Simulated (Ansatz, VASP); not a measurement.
## Mo: VASP beside Ansatz

```
Mo
1.0
     0.00000    2.09560    2.09560
     2.09560    0.00000    2.09560
     2.09560    2.09560    0.00000
Mo
1
Direct
  0.00000 0.00000 0.00000
```

Change from the starting cell: strain +0.040 along x and y, +0.040 along z, atoms carried along.

Alike in both runs: task single point; functional PBE; k mesh 20 × 20 × 20; occupations gaussian, width 0.15 eV; no spin polarisation.

|  | VASP | Ansatz |
| --- | --- | --- |
| version | VASP 6.6.1 | Ansatz 0.2.0 |
| potentials or method | VASP PAW PBE potentials, release 64 (Mo_sv), cutoff 520 eV | scalar-relativistic, plane waves, PAW |
| valence electrons in the cell | 14 | 14 |

|  | VASP | Ansatz | Ansatz less VASP |
| --- | --- | --- | --- |
| gap on the k mesh at the Fermi level (eV) | none | none | - |
| pressure (GPa) | -24.4 | -24.7 | -0.25 |

A gap of «none» marks a metal or a gap that the smearing closes.
